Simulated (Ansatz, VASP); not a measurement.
## Two plane-wave programs on HfSeS4

INCAR

```
SYSTEM = HfSeS4
PREC = Accurate
ENCUT = 600
EDIFF = 1E-6
ISMEAR = 0
SIGMA = 0.1
LREAL = .False.
LASPH = .True.
NELM = 80
ALGO = Normal
ISIF = 3
LWAVE = .False.
LCHARG = .False.
GGA = PE
IBRION = 2
NSW = 100
EDIFFG = -0.01
```

The input KPOINTS:

```
Automatic mesh
0
Gamma
  8 8 6
  0 0 0
```

The input POSCAR:

```
HfSeS4
1.0
    4.8125372583      0.0000000000      0.0000000000
    0.0000000000      4.8125372583      0.0000000000
    0.0000000000      0.0000000000      7.2148901087
Hf Se S
1 1 4
Direct
    0.0000000000      0.0000000000      0.0000000000
    0.5000000000      0.5000000000      0.5000000000
    0.5000000000      0.0000000000      0.0000000000
    0.0000000000      0.5000000000      0.0000000000
    0.0000000000      0.0000000000      0.3659671245
    0.0000000000      0.0000000000      0.6340328755
```

Input for Ansatz:

```yaml
crystal:
  lattice:
    - [4.8125372583, 0.0, 0.0]
    - [0.0, 4.8125372583, 0.0]
    - [0.0, 0.0, 7.2148901087]
  atoms:
    - { symbol: Hf, position: [0.0, 0.0, 0.0] }
    - { symbol: Se, position: [0.5, 0.5, 0.5] }
    - { symbol: S, position: [0.5, 0.0, 0.0] }
    - { symbol: S, position: [0.0, 0.5, 0.0] }
    - { symbol: S, position: [0.0, 0.0, 0.3659671245] }
    - { symbol: S, position: [0.0, 0.0, 0.6340328755] }
basis:
  ecutwfc: 420
kpoints:
  mp_grid: { grid: [8, 8, 6] }
hamiltonian:
  xc: pbe
scf:
  occupations: { method: gaussian, width: 0.1 }
output:
  forces: true
  stress: true
  eigenvalues: true
  write_density: true
  write_potential: true
  elf: true
  volumetric_format: npy
relax:
  adjacent_minimum: "off"
  f_tol: 0.01
  max_steps: 80
  cell: { stress_tol: 0.05 }
```

Change from the starting cell: species swapped into the AlTlF4 type (P4/mmm, No. 123).

Alike in both runs: task relaxation of cell and atoms; functional PBE; k mesh 8 × 8 × 6; occupations gaussian, width 0.1 eV; no spin polarisation.

```csv
,VASP,Ansatz
version,VASP 6.6.1,Ansatz 0.2.0
potentials or method,"VASP PAW PBE potentials, release 64 (Hf_pv, Se, S), cutoff 600 eV","scalar-relativistic, plane waves, PAW"
valence electrons in the cell,40,66
```

```tsv
	VASP	Ansatz	Ansatz less VASP
gap on the k mesh at the Fermi level, each at its own relaxed structure (eV)	none	none	-
relaxed volume (Å³/atom)	27.67	27.82	+0.150
relaxed cell length with the largest relative difference (Å)	7.160	7.184	+0.0248
```

A gap of «none» marks a metal or a gap that the smearing closes. VASP's potentials hold 40 valence electrons a cell and Ansatz's 66, so a difference there can come from the potentials and not from the codes.

Spin-orbit coupling is off throughout.
